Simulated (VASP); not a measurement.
A run of VASP 6.6.1 is set up as follows.

INCAR

```
SYSTEM = NaB
ALGO = Normal
EDIFF = 1E-6
ENCUT = 520
GGA = PE
ISIF = 2
ISMEAR = -1
LASPH = .True.
LCHARG = .False.
LREAL = .False.
LWAVE = .False.
NBANDS = 12
NELM = 100
PREC = Accurate
SIGMA = 0.15
```

File KPOINTS:

```
k-points
0
Gamma
  9 9 9
  0 0 0
```

File POSCAR:

```
NaB
1.0
    0.0000000000      2.6475970400      2.6475970400
    2.6475970400      0.0000000000      2.6475970400
    2.6475970400      2.6475970400      0.0000000000
Na B
1 1
Direct
    0.0000000000      0.0000000000      0.0000000000
    0.5000000000      0.5000000000      0.5000000000
```

Potentials or basis: VASP PAW PBE potentials, release 64 (Na_pv, B).

The run is started by

```sh
$ cat potpaw_PBE.64/Na_pv/POTCAR potpaw_PBE.64/B/POTCAR > POTCAR
$ mpirun -np 1 vasp_std > vasp.out
```

What does it give for the pressure?

1.5 GPa.

Predict the band gap on the k mesh.

zero (band 5 reaches 3.40 eV, above the bottom of band 6 at 0.28 eV).
